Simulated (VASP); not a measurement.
# Sc (Pm-3m) in VASP: further runs, part 2 of 2

VASP 6.6.1. Earlier steps stand in the parts before.

## Step 3: Single point, r2SCAN, collinear spin, ferromagnetic start

This run uses another cell than the first one, of 26.26 Å³/atom, 1.042 times its volume.

File POSCAR:

```
Sc
1.0
    2.9723352140      0.0000000000      0.0000000000
    0.0000000000      2.9723352140      0.0000000000
    0.0000000000      0.0000000000      2.9723352140
Sc
1
Direct
    0.0000000000      0.0000000000      0.0000000000
```

File INCAR.step1:

```
PREC     = Accurate       # precision mode
ENCUT    = 520            # plane-wave cutoff, eV
ISMEAR   = -1             # smearing method
SIGMA    = 0.05           # smearing width, eV
LREAL    = False          # projectors in reciprocal space
LASPH    = True           # aspherical terms in the spheres
NELM     = 150            # most SCF steps
ISPIN    = 2              # spin polarisation
MAGMOM   = 0.674          # initial moments
LMAXMIX  = 4              # l up to which the mixer works
NBANDS   = 16             # bands
GGA      = PE             # functional
ALGO     = Normal         # electronic algorithm
EDIFF    = 1E-4           # SCF threshold, eV
LWAVE    = True           # write WAVECAR
LCHARG   = False          # write CHGCAR
```

File INCAR.step2:

```
PREC     = Accurate       # precision mode
ENCUT    = 520            # plane-wave cutoff, eV
EDIFF    = 1E-6           # SCF threshold, eV
ISMEAR   = -1             # smearing method
SIGMA    = 0.05           # smearing width, eV
LREAL    = False          # projectors in reciprocal space
LASPH    = True           # aspherical terms in the spheres
NELM     = 150            # most SCF steps
ALGO     = Normal         # electronic algorithm
ISIF     = 2              # what is computed and relaxed
LWAVE    = False          # write WAVECAR
LCHARG   = True           # write CHGCAR
ISPIN    = 2              # spin polarisation
MAGMOM   = 0.674          # initial moments
LORBIT   = 11             # projections on sites
LMAXMIX  = 4              # l up to which the mixer works
METAGGA  = R2SCAN         # meta-GGA
LMIXTAU  = True         
LELF     = True           # ELF
LVHAR    = True         
NBANDS   = 16             # bands
ISTART   = 1
```

File KPOINTS:

```
regular mesh
0
Gamma
  17 17 17
```

Potentials or basis: VASP PAW PBE potentials, release 64 (Sc_sv).

Started as:

```console
$ cat potpaw_PBE.64/Sc_sv/POTCAR > POTCAR
$ cp INCAR.step1 INCAR
$ mpirun -np 1 vasp_std > vasp.out
$ cp INCAR.step2 INCAR
$ mpirun -np 1 vasp_std > vasp.out
```

OUTCAR:

```text
PREC = Accurate
   ENCUT = 520
   EDIFF = 1E-6
   ISMEAR = -1
   LREAL = False
   LASPH = True
   NELM = 150
   ISIF = 2
   ISPIN = 2
   LORBIT = 11
   METAGGA = R2SCAN
   ISTART = 1

 ion  position               nearest neighbor table
   1  0.000  0.000  0.000-

  LATTYP: Found a simple cubic cell.
 ALAT       =     2.9723352140

  Lattice vectors:

 A1 = (   2.9723352140,   0.0000000000,   0.0000000000)
 A2 = (   0.0000000000,   2.9723352140,   0.0000000000)
 A3 = (   0.0000000000,   0.0000000000,   2.9723352140)

Analysis of symmetry for initial positions (statically):
=====================================================================
 Subroutine PRICEL returns:
 Original cell was already a primitive cell.

 Routine SETGRP: Setting up the symmetry group for a
 simple cubic supercell.

 Subroutine GETGRP returns: Found 48 space group operations
 (whereof 48 operations were pure point group operations)
 out of a pool of 48 trial point group operations.

The static configuration has the point symmetry O_h .

Analysis of symmetry for dynamics (positions and initial velocities):
=====================================================================
 Subroutine PRICEL returns:
 Original cell was already a primitive cell.

 Routine SETGRP: Setting up the symmetry group for a
 simple cubic supercell.

 Subroutine GETGRP returns: Found 48 space group operations
 (whereof 48 operations were pure point group operations)
 out of a pool of 48 trial point group operations.

The dynamic configuration has the point symmetry O_h .

Analysis of structural, dynamic, and magnetic symmetry:
=====================================================================
 Subroutine PRICEL returns:
 Original cell was already a primitive cell.

 Routine SETGRP: Setting up the symmetry group for a
 simple cubic supercell.

 Subroutine GETGRP returns: Found 48 space group operations
 (whereof 48 operations were pure point group operations)
 out of a pool of 48 trial point group operations.
[... 126 lines left out ...]
   AEXX    =    0.0000 exact exchange contribution
   IVDW    =     0    specifies the selected vdW correction
   LEPSILON=     F    determine dielectric tensor
   LRPA    =     F    only Hartree local field effects (RPA)
 spin polarized calculation
  energy-cutoff  :      520.00
  volume of cell :       26.26
 maximum number of plane-waves:       739
 NGX is ok and might be reduce to    24
   NGX = 11   NGY = 11   NGZ = 11

 number of electron      10.9999998 magnetization       0.9311089

 Free energy of the ion-electron system (eV)
  ---------------------------------------------------
  ext. energy  EPLUGINS =         0.00000000
  ---------------------------------------------------
  free energy    TOTEN  =       -10.65972560 eV

  energy without entropy =      -10.65095118  energy(sigma->0) =      -10.65533839

 E-fermi :   3.3766     XC(G=0): -10.2104

 val. band max:        3.3631561582   @ k =   0.2353   0.1765   0.1176
 cond. band min:       3.3889151267   @ k =   0.4706   0.4706   0.4706
 fundamental gap:      0.0257589685
 Fermi energy:         3.3766260341

 spin component 1

 k-point     1 :       0.0000    0.0000    0.0000
  band No.  band energies     occupation
      1     -48.4959      1.00000
      2     -25.8968      1.00000
      3     -25.8968      1.00000
      4     -25.8968      1.00000
      5      -2.1689      1.00000
      6       2.3362      1.00000
[... 435 lines left out ...]
      5       1.4174      1.00000
      6       2.5441      1.00000
[... 8 lines left out ...]
     15      21.7498      0.00000
     16      23.3364      0.00000

 [... further k-points ...]

 spin component 2

 k-point     1 :       0.0000    0.0000    0.0000
  band No.  band energies     occupation
      1     -47.8349      1.00000
      2     -25.2553      1.00000
      3     -25.2553      1.00000
      4     -25.2553      1.00000
      5      -1.4964      1.00000
      6       4.0604      0.00000
[... 435 lines left out ...]
      5       2.4754      1.00000
      6       3.1647      0.98578
[... 8 lines left out ...]
     15      22.4444      0.00000
     16      23.7591      0.00000

 [... further k-points ...]
[... 5 lines left out ...]
  --------------------------------------------------------------------------------------
  -------------------------------------------------------------------------------------
  Total        0.0415043      0.0415043      0.0415043     -0.0000000      0.0000000     -0.0000000
  in kB        2.5322689      2.5322689      2.5322689     -0.0000000      0.0000000     -0.0000000
  external PRESSURE =       2.5322689 kB  Pullay stress =       0.0000000 kB

 VOLUME and BASIS-vectors are now :
 -----------------------------------------------------------------------------
  energy-cutoff  :      520.00
  volume of cell :       26.26
      direct lattice vectors                 reciprocal lattice vectors
     2.972335214  0.000000000  0.000000000     0.336435808  0.000000000  0.000000000
     0.000000000  2.972335214  0.000000000     0.000000000  0.336435808  0.000000000
     0.000000000  0.000000000  2.972335214     0.000000000  0.000000000  0.336435808

 POSITION                                       TOTAL-FORCE (eV/Angst)
 -----------------------------------------------------------------------------------
      0.00000      0.00000      0.00000         0.000000      0.000000      0.000000
 -----------------------------------------------------------------------------------
    total drift:                               -0.000000      0.000000      0.000000

  FREE ENERGIE OF THE ION-ELECTRON SYSTEM (eV)
  ---------------------------------------------------
  free  energy   TOTEN  =       -10.6597256015 eV

  energy  without entropy=      -10.6509511789  energy(sigma->0) =      -10.65533839

 total charge

# of ion       s       p       d       tot
------------------------------------------
    1        2.247   6.078   1.113   9.438

 magnetization (x)

# of ion       s       p       d       tot
------------------------------------------
    1        0.060   0.031   0.611   0.702
```

OSZICAR.step1:

```text
N       E                     dE             d eps       ncg     rms          rms(c)
DAV:   1     0.747450039766E+02    0.74745E+02   -0.47602E+03 10624   0.662E+02
DAV:   2    -0.475597950429E+01   -0.79501E+02   -0.77110E+02 10816   0.219E+02
DAV:   3    -0.608028318292E+01   -0.13243E+01   -0.13189E+01 13984   0.356E+01
DAV:   4    -0.609897168337E+01   -0.18689E-01   -0.18688E-01 11160   0.354E+00
DAV:   5    -0.609949235807E+01   -0.52067E-03   -0.52067E-03 15800   0.665E-01    0.556E+00
DAV:   6    -0.556398030946E+01    0.53551E+00   -0.62943E-01 15016   0.984E+00    0.178E+00
DAV:   7    -0.552388175026E+01    0.40099E-01   -0.94397E-02 16320   0.312E+00    0.752E-01
DAV:   8    -0.553301024974E+01   -0.91285E-02   -0.17831E-02 12152   0.109E+00    0.480E-01
DAV:   9    -0.553305969881E+01   -0.49449E-04   -0.91674E-03 14088   0.749E-01    0.273E-01
DAV:  10    -0.553414307342E+01   -0.10834E-02   -0.43167E-04 13008   0.141E-01    0.103E-01
DAV:  11    -0.553440641394E+01   -0.26334E-03   -0.72494E-04 13672   0.154E-01    0.451E-02
DAV:  12    -0.553446027773E+01   -0.53864E-04   -0.33172E-05  7896   0.420E-02
   1 F= -.55344603E+01 E0= -.55285793E+01  d E =-.117619E-01  mag=     0.8339
```

Run time: 2.9 min. Hardware: 1 thread of Intel Xeon 6975P-C, shared host; peak memory 0.23 GiB.

Results:

```yaml
Free_energy: -10.6597 eV
Pressure: 0.3 GPa
Net_moment: 0.93 μB per cell
Site_moments: Sc +0.70 μB
Valence_electrons_inside_the_program's_atomic_spheres: Sc 9.44
```

Levels at points of the mesh, in eV from the Fermi level:
Spin up:
```csv
k point,band 2,band 3,band 4,band 5,band 6,band 7,band 8,band 9,band 10,band 11
"(0.00, 0.00, 0.00)",-29.27,-29.27,-29.27,-5.55,-1.04,-1.04,4.13,4.13,4.13,12.76
```
Spin down:
```
           k point  band 2  band 3  band 4  band 5  band 6  band 7  band 8  band 9
(0.00, 0.00, 0.00)  -28.63  -28.63  -28.63   -4.87    0.68    0.68    4.48    4.48
```

Caveat: the PAW data sets were made with another functional, which shifts forces and pressure a little.
